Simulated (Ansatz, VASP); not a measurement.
P3C: VASP beside Ansatz

```
P C
1.0
     8.35266    0.00000    0.00000
    -4.17633    7.23362    0.00000
     0.00000    0.00000    3.60978
P C
6 2
Direct
  0.24804 0.49608 0.25000
  0.50392 0.75196 0.25000
  0.24804 0.75196 0.25000
  0.75196 0.50392 0.75000
  0.49608 0.24804 0.75000
  0.75196 0.24804 0.75000
  0.33333 0.66667 0.75000
  0.66667 0.33333 0.25000
```

Change from the starting cell: species swapped into the ScAu3 type (P6_3/mmc, No. 194).

Alike in both runs: functional PBE; k mesh 3 × 3 × 4; occupations gaussian, width 0.1 eV; no spin polarisation.

Ansatz relaxed the structure, and its values are those at the end. VASP's run is a single point on that final structure, the one shown.

```csv
,VASP,Ansatz
version,VASP 6.6.1,Ansatz 0.2.0
potentials or method,"VASP PAW PBE potentials, release 64 (P, C), cutoff 600 eV","scalar-relativistic, plane waves, PAW"
valence electrons in the cell,38,38
```

```tsv
	VASP	Ansatz	Ansatz less VASP
gap on the k mesh at the Fermi level (eV)	none	none	-
pressure (GPa)	-0.2	0.1	+0.26
rms of the force components (eV/Å)	0.070	0.003	-0.0668
```

A gap of «none» marks a metal or a gap that the smearing closes. With one functional, cell and mesh, what is left measures potentials, basis and numerics.

The k mesh is coarse, so the values compare programs but aren't converged.
